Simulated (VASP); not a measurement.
A run of VASP 6.6.1:

INCAR

```
SYSTEM = CaO
PREC = Accurate ; ENCUT = 520
EDIFF = 1E-7 ; ISMEAR = 0
SIGMA = 0.01 ; LREAL = .False.
LASPH = .True. ; NELM = 60
ALGO = Normal ; ISIF = 2
LWAVE = .False. ; LCHARG = .False.
GGA = PE ; NBANDS = 15
```

Contents of KPOINTS:

```
Automatic mesh
0
Gamma
  4 4 4
  0 0 0
```

Contents of POSCAR:

```
CaO
1.0
    0.0000000000      2.3975501188      2.3975501188
    2.3975501188      0.0000000000      2.3975501188
    2.3975501188      2.3975501188      0.0000000000
Ca O
1 1
Direct
    0.0000000000      0.0000000000      0.0000000000
    0.5000000000      0.5000000000      0.5000000000
```

Potentials or basis: VASP PAW PBE potentials, release 64 (Ca_sv, O).

Run with:

```sh
$ cat potpaw_PBE.64/Ca_sv/POTCAR potpaw_PBE.64/O/POTCAR > POTCAR
$ mpirun -np 1 vasp_std > vasp.out
```

Hardware: 1 thread of AMD EPYC 7R13 Processor (Zen 3), with other jobs on the host.

Problem. How long does it take, and how much memory?

Solution. Wall time 7.4 s on 1 thread of AMD EPYC 7R13 Processor (Zen 3), with other jobs on the host, peak memory 0.12 GiB. Counts: scf iterations 14, k points 8.
